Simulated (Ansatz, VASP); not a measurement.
SiC in VASP and in Ansatz

File INCAR:

```
PREC     = Accurate       # precision mode
ENCUT    = 520            # plane-wave cutoff, eV
EDIFF    = 1E-7           # SCF threshold, eV
ISMEAR   = 0              # smearing method
SIGMA    = 0.05           # smearing width, eV
LREAL    = F              # projectors in reciprocal space
LASPH    = T              # aspherical terms in the spheres
NELM     = 100            # most SCF steps
ALGO     = Normal         # electronic algorithm
ISIF     = 2              # what is computed and relaxed
LWAVE    = F              # write WAVECAR
LCHARG   = F              # write CHGCAR
GGA      = CA             # functional
NBANDS   = 26             # bands
```

KPOINTS

```
regular mesh
0
Gamma
  8 8 8
```

POSCAR

```
SiC
1.0
    4.3480000000      0.0000000000      0.0000000000
    0.0000000000     -4.3480000000      0.0000000000
    0.0000000000      0.0000000000     -4.3480000000
Si C
4 4
Direct
    0.0000000000      0.5000000000      0.5000000000
    0.5000000000      0.0000000000      0.5000000000
    0.5000000000      0.5000000000      0.0000000000
    0.0000000000      0.0000000000      0.0000000000
    0.7500000000      0.7500000000      0.7500000000
    0.2500000000      0.2500000000      0.7500000000
    0.2500000000      0.7500000000      0.2500000000
    0.7500000000      0.2500000000      0.2500000000
```

Input for Ansatz:

```yaml
crystal:
  lattice:
    - [4.348, 0.0, 0.0]
    - [0.0, -4.348, 0.0]
    - [0.0, 0.0, -4.348]
  atoms:
    - { symbol: Si, position: [0.0, 0.5, 0.5] }
    - { symbol: Si, position: [0.5, 0.0, 0.5] }
    - { symbol: Si, position: [0.5, 0.5, 0.0] }
    - { symbol: Si, position: [0.0, 0.0, 0.0] }
    - { symbol: C, position: [0.75, 0.75, 0.75] }
    - { symbol: C, position: [0.25, 0.25, 0.75] }
    - { symbol: C, position: [0.25, 0.75, 0.25] }
    - { symbol: C, position: [0.75, 0.25, 0.25] }
basis:
  ecutwfc: 420
kpoints:
  mp_grid: { grid: [8, 8, 8] }
hamiltonian:
  xc: lda
scf:
  occupations: { method: gaussian, width: 0.05 }
output:
  forces: true
  stress: true
  eigenvalues: true
  write_density: true
  write_potential: true
  elf: true
  volumetric_format: npy
```

Alike in both runs: task single point; functional LDA; k mesh 8 × 8 × 8; occupations gaussian, width 0.05 eV; no spin polarisation.

```csv
,VASP,Ansatz
version,VASP 6.6.1,Ansatz 0.2.0
potentials or method,"VASP PAW LDA potentials, release 64 (Si, C), cutoff 520 eV","scalar-relativistic, plane waves, PAW"
valence electrons in the cell,32,32
```

|  | VASP | Ansatz | Ansatz less VASP |
| --- | --- | --- | --- |
| gap on the k mesh at the Fermi level (eV) | 1.30 | 1.31 | +0.013 |
| least direct gap on the mesh (eV) | 1.30 | 1.31 | +0.013 |
| pressure (GPa) | -2.5 | -2.9 | -0.39 |

LDA's correlation is that of Perdew and Zunger in VASP and of Perdew and Wang (1992) in Ansatz.
